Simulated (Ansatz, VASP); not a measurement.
# WO in VASP and in Ansatz

```
CELL_PARAMETERS angstrom
0.00000 2.41288 2.41288
2.41288 0.00000 2.41288
2.41288 2.41288 0.00000
ATOMIC_POSITIONS crystal
W 0.00000 0.00000 0.00000
O 0.25000 0.25000 0.25000
```

Alike in both runs: task single point; functional PBE; k mesh 10 × 10 × 10; occupations gaussian, width 0.02 eV; no spin polarisation; Hubbard terms W d U = 6.2 eV.

|  | VASP | Ansatz |
| --- | --- | --- |
| version | VASP 6.6.1 | Ansatz 0.2.0 |
| potentials or method | VASP PAW PBE potentials, release 64 (W_sv, O), cutoff 520 eV | scalar-relativistic, plane waves, PAW |
| valence electrons in the cell | 20 | 20 |

```tsv
	VASP	Ansatz	Ansatz less VASP
gap on the k mesh at the Fermi level (eV)	none	none	-
pressure (GPa)	-7.9	18.8	+26.66
```

The programs project onto different local orbitals, so the same U acts differently, and such runs can settle in different states. A gap of «none» marks a metal or a gap that the smearing closes. Ansatz's warnings: filled band counts differ across k points.

Spin-orbit coupling is off throughout.
